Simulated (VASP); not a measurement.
# Ti (P2/m) in VASP: single point with PBEsol

Aim: the single point of Ti with PBEsol.

Everything below comes from runs of VASP 6.6.1. Logs are shortened: lines on timing, memory, paths and dates and some standing lists are left out, and cuts for length are marked.

### 1 The cell of the first run

It takes space group P2/m (No. 10, monoclinic). The conventional cell has a = 4.491 Å, b = 2.799 Å, c = 4.515 Å, α = 90.00°, β = 119.46°, γ = 90.00°. Ti (site symmetry 2/m) has 14 Ti at 2.80 to 2.97 Å within 3.7 Å. Ti (site symmetry m) has 11 Ti at 2.59 to 2.97 Å within 3.4 Å.

### 2 Single point, PBEsol (strain +0.0125 x Voigt [0, 0, 0, 0, 0, 1])

Input file INCAR:

```
PREC = Accurate ; ENCUT = 500
EDIFF = 1E-6 ; ISMEAR = 0
SIGMA = 0.15 ; LREAL = False
LASPH = True ; NELM = 120
ALGO = Normal ; ISIF = 2
LWAVE = False ; LCHARG = False
GGA = PS ; NBANDS = 25
GGA_COMPAT = False
```

Input file KPOINTS:

```
Automatic mesh
0
Gamma
  12 12 18
```

Input file POSCAR:

```
Ti
1.0
    4.5152900513      0.0282205628      0.0000000000
   -2.2332053013      3.8962456084      0.0000000000
    0.0000000000      0.0000000000      2.7987936488
Ti
3
Direct
    0.0000000000      0.0000000000      0.0000000000
    0.3333333333      0.6666666667      0.5000000000
    0.6666666667      0.3333333333      0.5000000000
```

Potentials or basis: VASP PAW PBE potentials, release 64 (Ti_sv).

Command:

```
cat potpaw_PBE.64/Ti_sv/POTCAR > POTCAR
mpirun -np 1 vasp_std > vasp.out
```

OUTCAR:

```text
PREC = Accurate
   ENCUT = 500
   EDIFF = 1E-6
   ISMEAR = 0
   LREAL = False
   LASPH = True
   NELM = 120
   ISIF = 2
   GGA = PS

 ion  position               nearest neighbor table
   1  0.000  0.000  0.000-
   2  0.333  0.667  0.500-   3 2.59   3 2.61   3 2.62
   3  0.667  0.333  0.500-   2 2.59   2 2.61   2 2.62

  Warning from LATTYP: Monoclinic adjustment (A1->A3, A2->A1, A3->A2)!
  LATTYP: Found a simple monoclinic cell.
 ALAT       =     4.4908724942
 B/A-ratio  =     0.6232182393
 C/A-ratio  =     1.0054567894
 COS(beta)  =    -0.4918444308

  Lattice vectors:

 A1 = (  -2.2332053013,   3.8962456084,   0.0000000000)
 A2 = (   0.0000000000,   0.0000000000,   2.7987936488)
 A3 = (   4.5152900513,   0.0282205628,   0.0000000000)

Analysis of symmetry for initial positions (statically):
=====================================================================
 Subroutine PRICEL returns:
 Original cell was already a primitive cell.

 Routine SETGRP: Setting up the symmetry group for a
 simple monoclinic supercell.

 Subroutine GETGRP returns: Found  4 space group operations
 (whereof  4 operations were pure point group operations)
 out of a pool of  4 trial point group operations.

The static configuration has the point symmetry C_2h.

Analysis of symmetry for dynamics (positions and initial velocities):
=====================================================================
 Subroutine PRICEL returns:
 Original cell was already a primitive cell.

 Routine SETGRP: Setting up the symmetry group for a
 simple monoclinic supercell.

 Subroutine GETGRP returns: Found  4 space group operations
 (whereof  4 operations were pure point group operations)
 out of a pool of  4 trial point group operations.

The dynamic configuration has the point symmetry C_2h.

 Subroutine INISYM returns: Found  4 space group operations
 (whereof  4 operations are pure point group operations),
 and found     1 'primitive' translations

----------------------------------------------------------------------------------------

                                     Primitive cell

  volume of cell :      49.4147

  direct lattice vectors                    reciprocal lattice vectors
     4.515290051  0.028220563  0.000000000     0.220679175  0.126486355  0.000000000
    -2.233205301  3.896245608  0.000000000    -0.001598382  0.255741189  0.000000000
     0.000000000  0.000000000  2.798793649     0.000000000  0.000000000  0.357296795

  length of vectors
     4.515378240  4.490872494  2.798793649     0.254358205  0.255746184  0.357296795

  position of ions in fractional coordinates (direct lattice)
     0.000000000  0.000000000  0.000000000
     0.333333333  0.666666667  0.500000000
     0.666666667  0.333333333  0.500000000

  ion indices of the primitive-cell ions
   primitive index   ion index
                 1           1
                 2           2
                 3           3

----------------------------------------------------------------------------------------

 KPOINTS: Automatic mesh

Automatic generation of k-mesh.
 Grid dimensions read from file:
 generate k-points for:   12   12   18

 Generating k-lattice:

  Cartesian coordinates                     Fractional coordinates (reciprocal lattice)
     0.018389931  0.010540530  0.000000000     0.083333333  0.000000000  0.000000000
    -0.000133199  0.021311766  0.000000000     0.000000000  0.083333333  0.000000000
     0.000000000  0.000000000  0.019849822     0.000000000  0.000000000  0.055555556

  Length of vectors
     0.021196517  0.021312182  0.019849822

  Shift w.r.t. Gamma in fractional coordinates (k-lattice)
     0.000000000  0.000000000  0.000000000

 Subroutine IBZKPT returns following result:
 ===========================================

 Found    740 irreducible k-points:

 Following reciprocal coordinates:
            Coordinates               Weight
  0.000000  0.000000  0.000000      1.000000
  0.083333  0.000000  0.000000      2.000000
  0.166667  0.000000  0.000000      2.000000
  0.250000  0.000000  0.000000      2.000000
  0.333333  0.000000  0.000000      2.000000
  0.416667  0.000000  0.000000      2.000000
[... 16 lines left out ...]
  0.250000  0.166667  0.000000      2.000000
  0.333333  0.166667  0.000000      2.000000
 [... further k-points ...]
   k-points           NKPTS =    740   k-points in BZ     NKDIM =    740   number of bands    NBANDS=     25
   number of dos      NEDOS =    301   number of ions     NIONS =      3
   total plane-waves  NPLWV =  25920
   dimension x,y,z NGX =    36 NGY =   36 NGZ =   20
   dimension x,y,z NGXF=    72 NGYF=   72 NGZF=   40
   ions per type =               3
   NGX,Y,Z   is equivalent  to a cutoff of  13.25, 13.33, 11.88 a.u.
   NGXF,Y,Z  is equivalent  to a cutoff of  26.51, 26.65, 23.76 a.u.
 SYSTEM =  unknown system
   PREC   = accura    normal or accurate (medium, high low for compatibility)
   ISTART =      0    job   : 0-new  1-cont  2-samecut
   ICHARG =      2    charge: 1-file 2-atom 10-const
   ISPIN  =      1    spin polarized calculation?
   LNONCOLLINEAR =      F non collinear calculations
   LSORBIT =      F    spin-orbit coupling
   LASPH  =      T    aspherical Exc in radial PAW
   ENCUT  =  500.0 eV  36.75 Ry    6.06 a.u.   8.23  8.19  5.10*2*pi/ulx,y,z
   NELM   =    120;   NELMIN=  2; NELMDL= -5     # of ELM steps
   EDIFF  = 0.1E-05   stopping-criterion for ELM
   LREAL  =      F    real-space projection
   EDIFFG = 0.1E-04   stopping-criterion for IOM
   NSW    =      0    number of steps for IOM
   IBRION =     -1    ionic relax: 0-MD 1-quasi-New 2-CG
   NFREE  =      0    steps in history (QN), initial steepest desc. (CG)
   ISIF   =      2    stress and relaxation
   ISYM   =      2    0-nonsym 1-usesym 2-fastsym
   POTIM  = 0.5000    time-step for ionic-motion
   TEBEG  =    0.0;   TEEND  =   0.0 temperature during run
   PSTRESS=    0.0 pullay stress
   NELECT =      36.0000    total number of electrons
   NUPDOWN=      -1.0000    fix difference up-down
   EMIN   =  10.00;   EMAX   =-10.00  energy-range for DOS
   EFERMI =   0.00;   METHOD = LEGACY
   ISMEAR =     0;   SIGMA  =   0.15  broadening in eV -4-tet -1-fermi 0-gaus
   EFERMI_NEDOS =   21; number of points for ismear=-14 and -15
   IALGO  =     38    algorithm
   IMIX   =      4    mixing-type and parameters
     AMIX     =   0.40;   BMIX     =  1.00
     AMIX_MAG =   1.60;   BMIX_MAG =  1.00
  volume/ion in A,a.u.               =      16.47       111.16
  Fermi-wavevector in a.u.,A,eV,Ry     =   1.473071  2.783701 29.523806  2.169939
  Thomas-Fermi vector in A             =   2.588009
   LORBIT       =      0    0 simple, 1 ext, 2 COOP (PROOUT), +10 PAW based schemes
   GGA     = PS    functional components
   LHFCALC =     F    Hartree Fock is set to
   AEXX    =    0.0000 exact exchange contribution
   IVDW    =     0    specifies the selected vdW correction
   LEPSILON=     F    determine dielectric tensor
   LRPA    =     F    only Hartree local field effects (RPA)
 non-spin polarized calculation
 Gauss-broadening in eV      SIGMA  =   0.15
  energy-cutoff  :      500.00
  volume of cell :       49.41
 maximum number of plane-waves:      1282
 NGX is ok and might be reduce to    36
   NGX = 17   NGY = 17   NGZ = 11

 number of electron      36.0000005 magnetization

 Free energy of the ion-electron system (eV)
  ---------------------------------------------------
  ext. energy  EPLUGINS =         0.00000000
  ---------------------------------------------------
  free energy    TOTEN  =       -25.07260914 eV

  energy without entropy =      -25.04147712  energy(sigma->0) =      -25.05704313

 E-fermi :   8.6558     XC(G=0): -11.8906

 val. band max:        8.6557358708   @ k =   0.3333   0.4167   0.3889
 cond. band min:       8.6563973666   @ k =   0.5000   0.3333   0.0556
 fundamental gap:      0.0006614959
 Fermi energy:         8.6558100274

 k-point     1 :       0.0000    0.0000    0.0000
  band No.  band energies     occupation
      1     -47.9155      2.00000
      2     -47.6581      2.00000
      3     -47.4692      2.00000
      4     -24.3466      2.00000
      5     -24.3432      2.00000
      6     -24.2740      2.00000
[... 17 lines left out ...]
     24      10.5530      0.00000
     25      10.6225      0.00000

 k-point     2 :       0.0833    0.0000    0.0000
  band No.  band energies     occupation
      1     -47.9141      2.00000
      2     -47.6564      2.00000
      3     -47.4724      2.00000
      4     -24.3834      2.00000
      5     -24.3684      2.00000
      6     -24.2353      2.00000
[... 17 lines left out ...]
     24      10.3824      0.00000
     25      10.8473      0.00000

 k-point     3 :       0.1667    0.0000    0.0000
  band No.  band energies     occupation
      1     -47.9104      2.00000
      2     -47.6515      2.00000
      3     -47.4815      2.00000
      4     -24.4380      2.00000
      5     -24.3938      2.00000
      6     -24.1778      2.00000
[... 17 lines left out ...]
     24      10.3106      0.00000
     25      11.1394      0.00000

 k-point     4 :       0.2500    0.0000    0.0000
  band No.  band energies     occupation
      1     -47.9054      2.00000
      2     -47.6430      2.00000
      3     -47.4954      2.00000
      4     -24.4866      2.00000
      5     -24.3952      2.00000
      6     -24.1252      2.00000
[... 17 lines left out ...]
     24      10.5691      0.00000
     25      11.4491      0.00000
[... 477 lines left out ...]
 k-point    22 :       0.1667    0.1667    0.0000
  band No.  band energies     occupation
      1     -47.9030      2.00000
      2     -47.6372      2.00000
      3     -47.5038      2.00000
      4     -24.4563      2.00000
      5     -24.4387      2.00000
      6     -24.1404      2.00000
[... 17 lines left out ...]
     24      10.6969      0.00000
     25      11.5273      0.00000

 k-point    23 :       0.2500    0.1667    0.0000
  band No.  band energies     occupation
      1     -47.8990      2.00000
      2     -47.6251      2.00000
      3     -47.5204      2.00000
      4     -24.4795      2.00000
      5     -24.4127      2.00000
      6     -24.1529      2.00000
[... 17 lines left out ...]
     24      10.9709      0.00000
     25      11.2560      0.00000

 k-point    24 :       0.3333    0.1667    0.0000
  band No.  band energies     occupation
      1     -47.8962      2.00000
      2     -47.6120      2.00000
      3     -47.5367      2.00000
      4     -24.4976      2.00000
      5     -24.3638      2.00000
      6     -24.1947      2.00000
[... 17 lines left out ...]
     24      10.8922      0.00000
     25      11.2641      0.00000

 [... further k-points ...]

------------------------ aborting loop because EDIFF is reached ----------------------------------------

  FORCE on cell =-STRESS in cart. coord.  units (eV):
  Direction    XX          YY          ZZ          XY          YZ          ZX
  --------------------------------------------------------------------------------------
  -------------------------------------------------------------------------------------
  Total       -0.0916651     -0.0922994     -0.0645316     -0.2283212      0.0000000      0.0000000
  in kB       -2.9720670     -2.9926347     -2.0923153     -7.4028840      0.0000000      0.0000000
  external PRESSURE =      -2.6856723 kB  Pullay stress =       0.0000000 kB

 VOLUME and BASIS-vectors are now :
 -----------------------------------------------------------------------------
  energy-cutoff  :      500.00
  volume of cell :       49.41
      direct lattice vectors                 reciprocal lattice vectors
     4.515290051  0.028220563  0.000000000     0.220679175  0.126486355  0.000000000
    -2.233205301  3.896245608  0.000000000    -0.001598382  0.255741189  0.000000000
     0.000000000  0.000000000  2.798793649     0.000000000  0.000000000  0.357296795

 POSITION                                       TOTAL-FORCE (eV/Angst)
 -----------------------------------------------------------------------------------
      0.00000      0.00000      0.00000        -0.000000      0.000000      0.000000
      0.01629      2.60690      1.39940         0.009895     -0.001956      0.000000
      2.26579      1.31756      1.39940        -0.009895      0.001956     -0.000000
 -----------------------------------------------------------------------------------
    total drift:                                0.000000      0.000000     -0.000000

  FREE ENERGIE OF THE ION-ELECTRON SYSTEM (eV)
  ---------------------------------------------------
  free  energy   TOTEN  =       -25.0726091389 eV

  energy  without entropy=      -25.0414771188  energy(sigma->0) =      -25.05704313
```

Run time: 6.2 min. Hardware: 1 thread of Intel Xeon Platinum 8559C (Emerald Rapids), shared host; peak memory 0.68 GiB.

Results:

```
Free energy            : -25.0726 eV
Pressure               : -0.3 GPa
Largest force          : 0.010 eV/Å
Band gap on the k mesh : zero (bands 18 and 19 overlap by 0.37 eV)
```

Forces in eV/Å, atoms in the order of the input:
```
Ti   0.000  0.000  0.000
Ti   0.010 -0.002  0.000
Ti  -0.010  0.002  0.000
```

Stress tensor (GPa, compression positive):
```
-0.30 -0.74  0.00
-0.74 -0.30  0.00
 0.00  0.00 -0.21
```

Caveat: the cell differs from its parent crystal (strain +0.0125 x Voigt [0, 0, 0, 0, 0, 1]); the PAW data sets were made with another functional, which shifts forces and pressure a little.
